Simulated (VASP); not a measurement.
The system is GaN.

```
Ga N
1.0
     3.18693    0.00000    0.00000
     1.59347    2.75996    0.00000
     1.59347    0.91999    2.60212
Ga N
1 1
Direct
  0.00000 0.00000 0.00000
  0.75000 0.75000 0.75000
```

Program: VASP 6.6.1. Alike in all runs: task single point; potentials or basis VASP PAW PBE potentials, release 64 (Ga_d, N); no spin polarisation; cell as given; k mesh 4 × 4 × 4; smearing fermi-dirac 0.01 eV.

Q: Order these runs on this cell by their band gap on the k mesh, lowest first.
A. level r2SCAN; cutoff (eV) 660
B. level PBE; cutoff (eV) 600
C. level HSE06; cutoff (eV) 520; grid for exact exchange (PRECFOCK) Normal; share of exact exchange 0.25; screening parameter 0.2079 1/Å

A: B (1.70 eV), A (2.10 eV), C (3.01 eV).

Caveats: all runs use coarse meshes.
